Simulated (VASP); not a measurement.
# KNd2Sb3 (P-6m2) in VASP: a series of runs

Runs on KNd2Sb3. Level: PBE. Tasks: single point.

Everything below comes from runs of VASP 6.6.1. Logs are shortened: lines on timing, memory, paths and dates and some standing lists are left out, and cuts for length are marked.

## 1. The cell of the first run

The structure is hexagonal, space group P-6m2 (No. 187). Conventional cell: a = 4.860 Å, b = 4.860 Å, c = 11.067 Å, α = 90.00°, β = 90.00°, γ = 120.00°. K (site symmetry -6m2) has 6 Sb at 3.64 Å and 6 Nd at 4.62 Å and 6 K at 4.86 Å within 4.9 Å. Nd (site symmetry 3m) has 6 Sb at 3.12 to 3.37 Å and 1 Nd at 3.72 Å within 4.1 Å. Within 4.2 Å of Sb (site symmetry -6m2) lie 2 Sb at 3.22 Å and 6 Nd at 3.37 Å. Sb (site symmetry 3m) has 3 Nd at 3.12 Å and 1 Sb at 3.22 Å and 3 K at 3.64 Å within 4.1 Å.

## 2. Single point, PBE

Input file INCAR:

```
ALGO = Normal
EDIFF = 1E-6
ENCUT = 500
GGA = PE
GGA_COMPAT = False
ISIF = 2
ISMEAR = 0
LASPH = True
LCHARG = False
LMAXMIX = 6
LREAL = False
LWAVE = False
NBANDS = 32
NELM = 200
PREC = Accurate
SIGMA = 0.01
```

Input file KPOINTS:

```
k-points
0
Gamma
  6 6 4
```

Input file POSCAR:

```
KNd2Sb3
1.0
    4.8596848719      0.0000000000      0.0000000000
   -2.4298424359      4.2086105535      0.0000000000
    0.0000000000      0.0000000000     11.0673200824
K Nd Sb
1 2 3
Direct
    0.6666666667      0.3333333333      0.0000000000
    0.3333333333      0.6666666667      0.3320753749
    0.3333333333      0.6666666667      0.6679246251
    0.0000000000      0.0000000000      0.5000000000
    0.0000000000      0.0000000000      0.7905674121
    0.0000000000      0.0000000000      0.2094325879
```

Potentials or basis: VASP PAW PBE potentials, release 64 (K_sv, Nd_3, Sb), 4f in core.

Run with:

```bash
$ cat potpaw_PBE.64/K_sv/POTCAR potpaw_PBE.64/Nd_3/POTCAR potpaw_PBE.64/Sb/POTCAR > POTCAR
$ mpirun -np 1 vasp_std > vasp.out
```

OUTCAR:

```text
EDIFF = 1E-6
   ENCUT = 500
   GGA = PE
   ISIF = 2
   ISMEAR = 0
   LASPH = True
   LREAL = False
   NELM = 200
   PREC = Accurate

 ion  position               nearest neighbor table
   1  0.667  0.333  0.000-   5 3.64   6 3.64   5 3.64   6 3.64   5 3.64   6 3.64
   2  0.333  0.667  0.332-   6 3.12   6 3.12   6 3.12   4 3.37   4 3.37   4 3.37   3 3.72
   3  0.333  0.667  0.668-   5 3.12   5 3.12   5 3.12   4 3.37   4 3.37   4 3.37   2 3.72
   4  0.000  0.000  0.500-   5 3.22   6 3.22   2 3.37   3 3.37   2 3.37   3 3.37   2 3.37   3 3.37

   5  0.000  0.000  0.791-   3 3.12   3 3.12   3 3.12   4 3.22   1 3.64   1 3.64   1 3.64
   6  0.000  0.000  0.209-   2 3.12   2 3.12   2 3.12   4 3.22   1 3.64   1 3.64   1 3.64

  LATTYP: Found a hexagonal cell.
 ALAT       =     4.8596848719
 C/A-ratio  =     2.2773740220

  Lattice vectors:

 A1 = (   4.8596848719,   0.0000000000,   0.0000000000)
 A2 = (  -2.4298424359,   4.2086105535,   0.0000000000)
 A3 = (   0.0000000000,   0.0000000000,  11.0673200824)

Analysis of symmetry for initial positions (statically):
=====================================================================
 Subroutine PRICEL returns:
 Original cell was already a primitive cell.

 Routine SETGRP: Setting up the symmetry group for a
 hexagonal supercell.

 Subroutine GETGRP returns: Found 12 space group operations
 (whereof 12 operations were pure point group operations)
 out of a pool of 24 trial point group operations.

The static configuration has the point symmetry D_3h.

Analysis of symmetry for dynamics (positions and initial velocities):
=====================================================================
 Subroutine PRICEL returns:
 Original cell was already a primitive cell.

 Routine SETGRP: Setting up the symmetry group for a
 hexagonal supercell.

 Subroutine GETGRP returns: Found 12 space group operations
 (whereof 12 operations were pure point group operations)
 out of a pool of 24 trial point group operations.

The dynamic configuration has the point symmetry D_3h.

 Subroutine INISYM returns: Found 12 space group operations
 (whereof 12 operations are pure point group operations),
 and found     1 'primitive' translations

----------------------------------------------------------------------------------------

                                     Primitive cell

  volume of cell :     226.3546

  direct lattice vectors                    reciprocal lattice vectors
     4.859684872  0.000000000  0.000000000     0.205774660  0.118804055  0.000000000
    -2.429842436  4.208610553  0.000000000     0.000000000  0.237608110  0.000000000
     0.000000000  0.000000000 11.067320082     0.000000000  0.000000000  0.090356111

  length of vectors
     4.859684872  4.859684872 11.067320082     0.237608110  0.237608110  0.090356111

  position of ions in fractional coordinates (direct lattice)
     0.666666667  0.333333333  0.000000000
     0.333333333  0.666666667  0.332075375
     0.333333333  0.666666667  0.667924625
     0.000000000  0.000000000  0.500000000
     0.000000000  0.000000000  0.790567412
     0.000000000  0.000000000  0.209432588

  ion indices of the primitive-cell ions
   primitive index   ion index
                 1           1
                 2           2
                 3           3
                 4           4
                 5           5
                 6           6

----------------------------------------------------------------------------------------

 KPOINTS: k-points

Automatic generation of k-mesh.
 Grid dimensions read from file:
 generate k-points for:    6    6    4

 Generating k-lattice:

  Cartesian coordinates                     Fractional coordinates (reciprocal lattice)
     0.034295777  0.019800676  0.000000000     0.166666667  0.000000000  0.000000000
     0.000000000  0.039601352  0.000000000     0.000000000  0.166666667  0.000000000
     0.000000000  0.000000000  0.022589028     0.000000000  0.000000000  0.250000000

  Length of vectors
     0.039601352  0.039601352  0.022589028

  Shift w.r.t. Gamma in fractional coordinates (k-lattice)
     0.000000000  0.000000000  0.000000000

 Subroutine IBZKPT returns following result:
 ===========================================

 Found     21 irreducible k-points:

 Following reciprocal coordinates:
            Coordinates               Weight
  0.000000  0.000000  0.000000      1.000000
  0.166667 -0.000000  0.000000      6.000000
  0.333333  0.000000  0.000000      6.000000
  0.500000 -0.000000  0.000000      3.000000
  0.166667  0.166667  0.000000      6.000000
  0.333333  0.166667  0.000000     12.000000
[... 13 lines left out ...]
  0.333333  0.166667  0.500000     12.000000
  0.333333  0.333333  0.500000      2.000000
   k-points           NKPTS =     21   k-points in BZ     NKDIM =     21   number of bands    NBANDS=     32
   number of dos      NEDOS =    301   number of ions     NIONS =      6
   total plane-waves  NPLWV = 108864
   dimension x,y,z NGX =    36 NGY =   36 NGZ =   84
   dimension x,y,z NGXF=    72 NGYF=   72 NGZF=  168
   ions per type =               1   2   3
   NGX,Y,Z   is equivalent  to a cutoff of  12.32, 12.32, 12.62 a.u.
   NGXF,Y,Z  is equivalent  to a cutoff of  24.63, 24.63, 25.24 a.u.
 SYSTEM =  unknown system
   PREC   = accura    normal or accurate (medium, high low for compatibility)
   ISTART =      0    job   : 0-new  1-cont  2-samecut
   ICHARG =      2    charge: 1-file 2-atom 10-const
   ISPIN  =      1    spin polarized calculation?
   LNONCOLLINEAR =      F non collinear calculations
   LSORBIT =      F    spin-orbit coupling
   LASPH  =      T    aspherical Exc in radial PAW
   ENCUT  =  500.0 eV  36.75 Ry    6.06 a.u.   8.86  8.86 20.18*2*pi/ulx,y,z
   NELM   =    200;   NELMIN=  2; NELMDL= -5     # of ELM steps
   EDIFF  = 0.1E-05   stopping-criterion for ELM
   LREAL  =      F    real-space projection
   EDIFFG = 0.1E-04   stopping-criterion for IOM
   NSW    =      0    number of steps for IOM
   IBRION =     -1    ionic relax: 0-MD 1-quasi-New 2-CG
   NFREE  =      0    steps in history (QN), initial steepest desc. (CG)
   ISIF   =      2    stress and relaxation
   ISYM   =      2    0-nonsym 1-usesym 2-fastsym
   POTIM  = 0.5000    time-step for ionic-motion
   TEBEG  =    0.0;   TEEND  =   0.0 temperature during run
   PSTRESS=    0.0 pullay stress
   NELECT =      46.0000    total number of electrons
   NUPDOWN=      -1.0000    fix difference up-down
   EMIN   =  10.00;   EMAX   =-10.00  energy-range for DOS
   EFERMI =   0.00;   METHOD = LEGACY
   ISMEAR =     0;   SIGMA  =   0.01  broadening in eV -4-tet -1-fermi 0-gaus
   EFERMI_NEDOS =   21; number of points for ismear=-14 and -15
   IALGO  =     38    algorithm
   IMIX   =      4    mixing-type and parameters
     AMIX     =   0.40;   BMIX     =  1.00
     AMIX_MAG =   1.60;   BMIX_MAG =  1.00
  volume/ion in A,a.u.               =      37.73       254.59
  Fermi-wavevector in a.u.,A,eV,Ry     =   0.962493  1.818848 12.604344  0.926393
  Thomas-Fermi vector in A             =   2.091957
   LORBIT       =      0    0 simple, 1 ext, 2 COOP (PROOUT), +10 PAW based schemes
   GGA     = PE    functional components
   LHFCALC =     F    Hartree Fock is set to
   AEXX    =    0.0000 exact exchange contribution
   IVDW    =     0    specifies the selected vdW correction
   LEPSILON=     F    determine dielectric tensor
   LRPA    =     F    only Hartree local field effects (RPA)
 non-spin polarized calculation
 Gauss-broadening in eV      SIGMA  =   0.01
  energy-cutoff  :      500.00
  volume of cell :      226.35
 maximum number of plane-waves:      5817
 NGX is ok and might be reduce to    36
   NGX = 17   NGY = 17   NGZ = 41

 number of electron      45.9999999 magnetization

 Free energy of the ion-electron system (eV)
  ---------------------------------------------------
  ext. energy  EPLUGINS =         0.00000000
  ---------------------------------------------------
  free energy    TOTEN  =       -27.57882455 eV

  energy without entropy =      -27.57882455  energy(sigma->0) =      -27.57882455

 E-fermi :   3.1898     XC(G=0):  -8.4473

 val. band max:        3.0559434735   @ k =   0.3333   0.3333   0.5000
 cond. band min:       3.8429500802   @ k =   0.5000  -0.0000   0.0000
 fundamental gap:      0.7870066068
 Fermi energy:         3.1897902634

 k-point     1 :       0.0000    0.0000    0.0000
  band No.  band energies     occupation
      1     -34.9000      2.00000
      2     -34.8824      2.00000
      3     -27.2293      2.00000
      4     -16.1619      2.00000
      5     -16.0270      2.00000
      6     -16.0270      2.00000
[... 24 lines left out ...]
     31       6.5473      0.00000
     32       7.0032      0.00000

 k-point     2 :       0.1667   -0.0000    0.0000
  band No.  band energies     occupation
      1     -34.8993      2.00000
      2     -34.8818      2.00000
      3     -27.2288      2.00000
      4     -16.1564      2.00000
      5     -16.0511      2.00000
      6     -16.0317      2.00000
[... 24 lines left out ...]
     31       6.4031      0.00000
     32       6.5676      0.00000

 k-point     3 :       0.3333    0.0000    0.0000
  band No.  band energies     occupation
      1     -34.8980      2.00000
      2     -34.8805      2.00000
      3     -27.2279      2.00000
      4     -16.1452      2.00000
      5     -16.0986      2.00000
      6     -16.0593      2.00000
[... 24 lines left out ...]
     31       6.5515      0.00000
     32       7.3946      0.00000

 k-point     4 :       0.5000   -0.0000    0.0000
  band No.  band energies     occupation
      1     -34.8973      2.00000
      2     -34.8799      2.00000
      3     -27.2275      2.00000
      4     -16.1396      2.00000
      5     -16.1219      2.00000
      6     -16.0794      2.00000
[... 549 lines left out ...]
     31       6.6690      0.00000
     32       7.1274      0.00000

 k-point    20 :       0.3333    0.1667    0.5000
  band No.  band energies     occupation
      1     -34.8973      2.00000
      2     -34.8799      2.00000
      3     -27.2275      2.00000
      4     -16.1395      2.00000
      5     -16.1127      2.00000
      6     -16.0711      2.00000
[... 24 lines left out ...]
     31       6.4925      0.00000
     32       7.1063      0.00000

 k-point    21 :       0.3333    0.3333    0.5000
  band No.  band energies     occupation
      1     -34.8970      2.00000
      2     -34.8796      2.00000
      3     -27.2272      2.00000
      4     -16.1367      2.00000
      5     -16.1117      2.00000
      6     -16.0703      2.00000
[... 24 lines left out ...]
     31       6.9110      0.00000
     32       7.0325      0.00000

------------------------ aborting loop because EDIFF is reached ----------------------------------------

  FORCE on cell =-STRESS in cart. coord.  units (eV):
  Direction    XX          YY          ZZ          XY          YZ          ZX
  --------------------------------------------------------------------------------------
  -------------------------------------------------------------------------------------
  Total        0.2589714      0.2589714      0.1893312      0.0000000      0.0000000      0.0000000
  in kB        1.8330449      1.8330449      1.3401192      0.0000000      0.0000000      0.0000000
  external PRESSURE =       1.6687363 kB  Pullay stress =       0.0000000 kB

 VOLUME and BASIS-vectors are now :
 -----------------------------------------------------------------------------
  energy-cutoff  :      500.00
  volume of cell :      226.35
      direct lattice vectors                 reciprocal lattice vectors
     4.859684872  0.000000000  0.000000000     0.205774660  0.118804055  0.000000000
    -2.429842436  4.208610553  0.000000000     0.000000000  0.237608110  0.000000000
     0.000000000  0.000000000 11.067320082     0.000000000  0.000000000  0.090356111

 POSITION                                       TOTAL-FORCE (eV/Angst)
 -----------------------------------------------------------------------------------
      2.42984      1.40287      0.00000        -0.000000      0.000000      0.000000
     -0.00000      2.80574      3.67518        -0.000000      0.000000      0.001505
     -0.00000      2.80574      7.39214         0.000000     -0.000000     -0.001505
      0.00000      0.00000      5.53366         0.000000     -0.000000      0.000000
      0.00000      0.00000      8.74946        -0.000000     -0.000000      0.024980
      0.00000      0.00000      2.31786        -0.000000     -0.000000     -0.024980
 -----------------------------------------------------------------------------------
    total drift:                                0.000000     -0.000000      0.000000

  FREE ENERGIE OF THE ION-ELECTRON SYSTEM (eV)
  ---------------------------------------------------
  free  energy   TOTEN  =       -27.5788245474 eV

  energy  without entropy=      -27.5788245474  energy(sigma->0) =      -27.57882455
```

It took 2.7 min on 1 thread of Intel Xeon Platinum 8375C at 2.90GHz (Ice Lake), shared host; peak memory 0.4 GiB.

Results:

| Item | Value |
| --- | --- |
| Free energy | -27.5788 eV |
| Pressure | 0.2 GPa |
| Largest force | 0.025 eV/Å |
| Band gap on the k mesh | 0.79 eV (least direct gap 1.10 eV) |

Forces in eV/Å, atoms in the order of the input:
```
K    0.000  0.000  0.000
Nd   0.000  0.000  0.002
Nd   0.000  0.000 -0.002
Sb   0.000  0.000  0.000
Sb   0.000  0.000  0.025
Sb   0.000  0.000 -0.025
```

Caveat: spin-orbit coupling is left out, which moves the levels of the heavy elements; the 4f electrons are frozen in the core, so they carry no moment and show no levels.

(Continued in part 2 of 2.)
